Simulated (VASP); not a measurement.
# MoS2 (R3m) in VASP: further runs, part 2 of 2

VASP 6.6.1.

### Step 3. Electric field gradients, PBEsol (18.39 Å³/atom)

This run uses another cell than the first one, of 18.39 Å³/atom.

INCAR reads:

```
ALGO = Normal
EDIFF = 1E-8
ENCUT = 520
GGA = PS
ISIF = 2
ISMEAR = -1
LASPH = T
LCHARG = F
LEFG = T
LREAL = F
LWAVE = F
NBANDS = 20
NELM = 100
PREC = Accurate
SIGMA = 0.05
```

KPOINTS reads:

```
k-points
0
Gamma
  13 13 13
```

POSCAR reads:

```
MoS2
1.0
    1.6023119586      0.9250952406      6.2039093722
   -1.6023119586      0.9250952406      6.2039093722
    0.0000000000     -1.8501904812      6.2039093722
Mo S
1 2
Direct
    0.0000000000      0.0000000000      0.0000000000
    0.7484000000      0.7484000000      0.7484000000
    0.5849000000      0.5849000000      0.5849000000
```

Potentials or basis: VASP PAW PBE potentials, release 64 (Mo_sv, S).

Command:

```console
$ cat potpaw_PBE.64/Mo_sv/POTCAR potpaw_PBE.64/S/POTCAR > POTCAR
$ mpirun -np 1 vasp_std > vasp.out
```

OUTCAR:

```text
EDIFF = 1E-8
   ENCUT = 520
   GGA = PS
   ISIF = 2
   ISMEAR = -1
   LASPH = T
   LREAL = F
   NELM = 100
   PREC = Accurate

 ion  position               nearest neighbor table
   1  0.000  0.000  0.000-   2 2.40   2 2.40   2 2.40   3 2.40   3 2.40   3 2.40
   2  0.748  0.748  0.748-   1 2.40   1 2.40   1 2.40
   3  0.585  0.585  0.585-   1 2.40   1 2.40   1 2.40

  LATTYP: Found a trigonal (rhomboedric) cell.
 ALAT       =     6.4739243365
 COS(alpha) =     0.8774851014

  Lattice vectors:

 A1 = (   1.6023119586,   0.9250952406,   6.2039093722)
 A2 = (  -1.6023119586,   0.9250952406,   6.2039093722)
 A3 = (   0.0000000000,  -1.8501904812,   6.2039093722)

Analysis of symmetry for initial positions (statically):
=====================================================================
 Subroutine PRICEL returns:
 Original cell was already a primitive cell.

 Routine SETGRP: Setting up the symmetry group for a
 trigonal (rhombohedral) supercell.

 Subroutine GETGRP returns: Found  6 space group operations
 (whereof  6 operations were pure point group operations)
 out of a pool of 12 trial point group operations.

The static configuration has the point symmetry C_3v.

Analysis of symmetry for dynamics (positions and initial velocities):
=====================================================================
 Subroutine PRICEL returns:
 Original cell was already a primitive cell.

 Routine SETGRP: Setting up the symmetry group for a
 trigonal (rhombohedral) supercell.

 Subroutine GETGRP returns: Found  6 space group operations
 (whereof  6 operations were pure point group operations)
 out of a pool of 12 trial point group operations.

The dynamic configuration has the point symmetry C_3v.

 Subroutine INISYM returns: Found  6 space group operations
 (whereof  6 operations are pure point group operations),
 and found     1 'primitive' translations

----------------------------------------------------------------------------------------

                                     Primitive cell

  volume of cell :      55.1760

  direct lattice vectors                    reciprocal lattice vectors
     1.602311959  0.925095241  6.203909372     0.312049097  0.180161630  0.053729562
    -1.602311959  0.925095241  6.203909372    -0.312049097  0.180161630  0.053729562
     0.000000000 -1.850190481  6.203909372     0.000000000 -0.360323260  0.053729562

  length of vectors
     6.473924337  6.473924337  6.473924337     0.364307175  0.364307175  0.364307175

  position of ions in fractional coordinates (direct lattice)
     0.000000000  0.000000000  0.000000000
     0.748400000  0.748400000  0.748400000
     0.584900000  0.584900000  0.584900000

  ion indices of the primitive-cell ions
   primitive index   ion index
                 1           1
                 2           2
                 3           3

----------------------------------------------------------------------------------------

 KPOINTS: k-points

[... 76 lines left out ...]
   TEBEG  =    0.0;   TEEND  =   0.0 temperature during run
   PSTRESS=    0.0 pullay stress
   NELECT =      26.0000    total number of electrons
   NUPDOWN=      -1.0000    fix difference up-down
   EMIN   =  10.00;   EMAX   =-10.00  energy-range for DOS
   EFERMI =   0.00;   METHOD = LEGACY
   ISMEAR =    -1;   SIGMA  =   0.05  broadening in eV -4-tet -1-fermi 0-gaus
   EFERMI_NEDOS =   21; number of points for ismear=-14 and -15
   IALGO  =     38    algorithm
   IMIX   =      4    mixing-type and parameters
     AMIX     =   0.40;   BMIX     =  1.00
     AMIX_MAG =   1.60;   BMIX_MAG =  1.00
  volume/ion in A,a.u.               =      18.39       124.12
  Fermi-wavevector in a.u.,A,eV,Ry     =   1.273941  2.407399 22.081233  1.622925
  Thomas-Fermi vector in A             =   2.406736
   LORBIT       =      0    0 simple, 1 ext, 2 COOP (PROOUT), +10 PAW based schemes
   GGA     = PS    functional components
   LHFCALC =     F    Hartree Fock is set to
   AEXX    =    0.0000 exact exchange contribution
   IVDW    =     0    specifies the selected vdW correction
   LEPSILON=     F    determine dielectric tensor
   LRPA    =     F    only Hartree local field effects (RPA)
 non-spin polarized calculation
  energy-cutoff  :      520.00
  volume of cell :       55.18
 maximum number of plane-waves:      1508
   NGX = 23   NGY = 23   NGZ = 23

 number of electron      25.9999999 magnetization

 Free energy of the ion-electron system (eV)
  ---------------------------------------------------
  ext. energy  EPLUGINS =         0.00000000
  ---------------------------------------------------
  free energy    TOTEN  =       -23.41210411 eV

  energy without entropy =      -23.41209707  energy(sigma->0) =      -23.41210059

 E-fermi :   7.4889     XC(G=0): -10.7828

 val. band max:        7.1897176891   @ k =   0.4615   0.4615   0.4615
 cond. band min:       7.9358241526   @ k =  -0.3077   0.3077   0.0000
 fundamental gap:      0.7461064635
 Fermi energy:         7.4888595630

 k-point     1 :       0.0000    0.0000    0.0000
  band No.  band energies     occupation
      1     -54.3889      2.00000
      2     -28.5625      2.00000
      3     -28.3810      2.00000
      4     -28.3810      2.00000
      5      -7.8659      2.00000
      6      -6.1392      2.00000
[... 541 lines left out ...]
     19      14.9847      0.00000
     20      15.5023      0.00000

 [... further k-points ...]

------------------------ aborting loop because EDIFF is reached ----------------------------------------

  FORCE on cell =-STRESS in cart. coord.  units (eV):
  Direction    XX          YY          ZZ          XY          YZ          ZX
  --------------------------------------------------------------------------------------
  -------------------------------------------------------------------------------------
  Total       -1.4220237     -1.4220237      0.9089290      0.0000000      0.0000000     -0.0000000
  in kB      -41.2921233    -41.2921233     26.3930950      0.0000000      0.0000000     -0.0000000
  external PRESSURE =     -18.7303838 kB  Pullay stress =       0.0000000 kB

 VOLUME and BASIS-vectors are now :
 -----------------------------------------------------------------------------
  energy-cutoff  :      520.00
  volume of cell :       55.18
      direct lattice vectors                 reciprocal lattice vectors
     1.602311959  0.925095241  6.203909372     0.312049097  0.180161630  0.053729562
    -1.602311959  0.925095241  6.203909372    -0.312049097  0.180161630  0.053729562
     0.000000000 -1.850190481  6.203909372     0.000000000 -0.360323260  0.053729562

 POSITION                                       TOTAL-FORCE (eV/Angst)
 -----------------------------------------------------------------------------------
      0.00000      0.00000      0.00000         0.000000     -0.000000     -0.003272
      0.00000      0.00000     13.92902         0.000000     -0.000000      0.315917
      0.00000      0.00000     10.88600         0.000000      0.000000     -0.312646
 -----------------------------------------------------------------------------------
    total drift:                                0.000000      0.000000      0.000030

  FREE ENERGIE OF THE ION-ELECTRON SYSTEM (eV)
  ---------------------------------------------------
  free  energy   TOTEN  =       -23.4121041127 eV

  energy  without entropy=      -23.4120970657  energy(sigma->0) =      -23.41210059

 Electric field gradients (V/A^2)
---------------------------------------------------------------------
 ion       V_xx      V_yy      V_zz      V_xy      V_xz      V_yz
---------------------------------------------------------------------
   1      44.548    44.548   -89.096     0.000    -0.000    -0.000
   2      30.099    30.099   -60.197     0.000    -0.000    -0.000
   3      29.495    29.495   -58.990     0.000     0.000     0.000
---------------------------------------------------------------------

 Electric field gradients after diagonalization (V/A^2)
 (convention: |V_zz| > |V_xx| > |V_yy|)
----------------------------------------------------------------------
 ion       V_xx      V_yy      V_zz     asymmetry (V_yy - V_xx)/ V_zz
----------------------------------------------------------------------
   1      44.548    44.548   -89.096       0.000
   2      30.099    30.099   -60.197       0.000
   3      29.495    29.495   -58.990       0.000
----------------------------------------------------------------------

           NMR quadrupolar parameters

 Cq : quadrupolar parameter    Cq=e*Q*V_zz/h
 eta: asymmetry parameters     (V_yy - V_xx)/ V_zz
 Q  : nuclear electric quadrupole moment in mb (millibarn)
----------------------------------------------------------------------
 ion       Cq(MHz)       eta       Q (mb)
----------------------------------------------------------------------
   1      -0.215       0.000       1.000
   2      -0.146       0.000       1.000
   3      -0.143       0.000       1.000
----------------------------------------------------------------------
```

OSZICAR:

```text
N       E                     dE             d eps       ncg     rms          rms(c)
DAV:   1     0.181290586515E+03    0.18129E+03   -0.13364E+04  9256   0.122E+03
DAV:   2    -0.173657695309E+02   -0.19866E+03   -0.19309E+03 11284   0.315E+02
DAV:   3    -0.248313497621E+02   -0.74656E+01   -0.73948E+01 11456   0.570E+01
DAV:   4    -0.249196540395E+02   -0.88304E-01   -0.88252E-01 11236   0.656E+00
DAV:   5    -0.249210196085E+02   -0.13656E-02   -0.13655E-02 11712   0.795E-01    0.252E+01
DAV:   6    -0.237773645335E+02    0.11437E+01   -0.10358E+01  9768   0.196E+01    0.869E+00
DAV:   7    -0.235152858703E+02    0.26208E+00   -0.35390E+00  9400   0.109E+01    0.588E+00
DAV:   8    -0.234131180047E+02    0.10217E+00   -0.49436E-01 10464   0.433E+00    0.159E+00
DAV:   9    -0.234130289866E+02    0.89018E-04   -0.18557E-02 10924   0.839E-01    0.554E-01
DAV:  10    -0.234121136302E+02    0.91536E-03   -0.70881E-03 10384   0.573E-01    0.117E-01
DAV:  11    -0.234121130332E+02    0.59700E-06   -0.64937E-04 10788   0.175E-01    0.748E-02
DAV:  12    -0.234120933097E+02    0.19723E-04   -0.64305E-05 10580   0.448E-02    0.149E-02
DAV:  13    -0.234121039870E+02   -0.10677E-04   -0.15646E-05  9904   0.217E-02    0.576E-03
DAV:  14    -0.234121040283E+02   -0.41356E-07   -0.98740E-07 11844   0.610E-03    0.197E-03
DAV:  15    -0.234121041206E+02   -0.92274E-07   -0.28536E-07 10256   0.288E-03    0.157E-03
DAV:  16    -0.234121041063E+02    0.14327E-07   -0.44801E-08 11448   0.141E-03    0.394E-04
DAV:  17    -0.234121041127E+02   -0.64065E-08   -0.41898E-09  6628   0.468E-04
   1 F= -.23412104E+02 E0= -.23412101E+02  d E =-.704700E-05
```

Run time: 7.7 min. Hardware: 1 thread of Intel Xeon Platinum 8488C (Sapphire Rapids), shared host; peak memory 0.47 GiB.

Results:

```yaml
Free_energy: -23.4121 eV
Pressure: -1.9 GPa
Largest_force: 0.316 eV/Å
Band_gap_on_the_k_mesh: 0.75 eV (least direct gap 1.72 eV)
Largest_electric_field_gradient_by_atom: Mo -89.1; S -60.2, -59.0 V/Å²
```

Forces in eV/Å, atoms in the order of the input:
```
Mo   0.000  0.000 -0.003
S    0.000  0.000  0.316
S    0.000  0.000 -0.313
```

Stress tensor (GPa, compression positive):
```
-4.13  0.00  0.00
 0.00 -4.13  0.00
 0.00  0.00  2.64
```

Electric field gradients, principal values (V/Å²):
```
atom   least  middle  greatest (by size)
1 Mo  44.548  44.548             -89.096
 2 S  30.099  30.099             -60.197
 3 S  29.495  29.495             -58.990
```

Caveat: the stress differs along the axes, from -4 to 3 GPa; without QUAD_EFG the Cq values of the log hold for a quadrupole moment of 1 mb, not for the nuclei; the PAW data sets were made with another functional, which shifts forces and pressure a little.

### Step 4. Electric field gradients, PBEsol (18.39 Å³/atom)

This run uses another cell than the first one, of 18.39 Å³/atom.

INCAR reads:

```
SYSTEM = MoS2
PREC = Accurate ; ENCUT = 520
EDIFF = 1E-8 ; ISMEAR = -1
SIGMA = 0.05 ; LREAL = .False.
LASPH = .True. ; NELM = 100
ALGO = Normal ; ISIF = 2
LWAVE = .False. ; LCHARG = .False.
GGA = PS ; LEFG = .True.
NBANDS = 20
```

KPOINTS reads:

```
regular mesh
0
Gamma
  13 13 13
  0 0 0
```

POSCAR is that of step 3.

Potentials or basis: VASP PAW PBE potentials, release 64 (Mo_sv, S).

Command:

```console
$ cat potpaw_PBE.64/Mo_sv/POTCAR potpaw_PBE.64/S/POTCAR > POTCAR
$ mpirun -np 1 vasp_std > vasp.out
```

OUTCAR:

```text
SYSTEM = MoS2
   PREC = Accurate
   ENCUT = 520
   EDIFF = 1E-8
   ISMEAR = -1
   LREAL = .False.
   LASPH = .True.
   NELM = 100
   ISIF = 2
   GGA = PS

 ion  position               nearest neighbor table
   1  0.000  0.000  0.000-   2 2.40   2 2.40   2 2.40   3 2.40   3 2.40   3 2.40
   2  0.748  0.748  0.748-   1 2.40   1 2.40   1 2.40
   3  0.585  0.585  0.585-   1 2.40   1 2.40   1 2.40

  LATTYP: Found a trigonal (rhomboedric) cell.
 ALAT       =     6.4739243365
 COS(alpha) =     0.8774851014

  Lattice vectors:

 A1 = (   1.6023119586,   0.9250952406,   6.2039093722)
[... 771 lines left out ...]

 Electric field gradients (V/A^2)
---------------------------------------------------------------------
 ion       V_xx      V_yy      V_zz      V_xy      V_xz      V_yz
---------------------------------------------------------------------
   1      44.548    44.548   -89.096     0.000    -0.000    -0.000
   2      30.099    30.099   -60.197     0.000    -0.000    -0.000
   3      29.495    29.495   -58.990     0.000     0.000     0.000
---------------------------------------------------------------------

 Electric field gradients after diagonalization (V/A^2)
 (convention: |V_zz| > |V_xx| > |V_yy|)
----------------------------------------------------------------------
 ion       V_xx      V_yy      V_zz     asymmetry (V_yy - V_xx)/ V_zz
----------------------------------------------------------------------
   1      44.548    44.548   -89.096       0.000
   2      30.099    30.099   -60.197       0.000
   3      29.495    29.495   -58.990       0.000
----------------------------------------------------------------------

           NMR quadrupolar parameters

 Cq : quadrupolar parameter    Cq=e*Q*V_zz/h
 eta: asymmetry parameters     (V_yy - V_xx)/ V_zz
 Q  : nuclear electric quadrupole moment in mb (millibarn)
----------------------------------------------------------------------
 ion       Cq(MHz)       eta       Q (mb)
----------------------------------------------------------------------
   1      -0.215       0.000       1.000
   2      -0.146       0.000       1.000
   3      -0.143       0.000       1.000
----------------------------------------------------------------------
```

stdout:

```text
POSCAR found type information on POSCAR MoS
 POSCAR found :  2 types and       3 ions
 scaLAPACK will be used
 -----------------------------------------------------------------------------
|                                                                             |
|                                                                             |
|     You enforced a specific xc type in the INCAR file but a different       |
|     I HOPE YOU KNOW WHAT YOU ARE DOING!                                     |
|                                                                             |
 -----------------------------------------------------------------------------

 LDA part: xc-table for (Slater+PW92), standard interpolation
 POSCAR, INCAR and KPOINTS ok, starting setup
 FFT: planning ... GRIDC
 FFT: planning ... GRID_SOFT
 FFT: planning ... GRID
 WAVECAR not read
 entering main loop
ion   1

ion   2

ion   3
```

Run time: 9.8 min. Hardware: 1 thread of Intel Xeon Platinum 8488C (Sapphire Rapids), shared host; peak memory 0.47 GiB.

Results:

| Quantity | Value |
| --- | --- |
| Free energy | -23.4121 eV |
| Pressure | -1.9 GPa |
| Largest force | 0.316 eV/Å |
| Band gap on the k mesh | 0.75 eV (least direct gap 1.72 eV) |
| Largest electric field gradient by atom | Mo -89.1; S -60.2, -59.0 V/Å² |

Forces on the atoms (eV/Å):
```
Mo   0.000  0.000 -0.003
S    0.000  0.000  0.316
S    0.000  0.000 -0.313
```

Stress tensor (GPa, compression positive):
```
-4.13  0.00  0.00
 0.00 -4.13  0.00
 0.00  0.00  2.64
```

Levels at points of the mesh, in eV from the valence-band top:
```
           k point  band 11  band 12  band 13  band 14  band 15  band 16
(0.00, 0.00, 0.00)    -2.52    -1.27    -1.06     1.87     1.87     2.33
```

Electric field gradients, principal values (V/Å²):
| atom | least | middle | greatest (by size) |
| --- | --- | --- | --- |
| 1 Mo | 44.548 | 44.548 | -89.096 |
| 2 S | 30.099 | 30.099 | -60.197 |
| 3 S | 29.495 | 29.495 | -58.990 |

Caveat: the stress differs along the axes, from -4 to 3 GPa; without QUAD_EFG the Cq values of the log hold for a quadrupole moment of 1 mb, not for the nuclei; the PAW data sets were made with another functional, which shifts forces and pressure a little. A k mesh can miss the band edges.
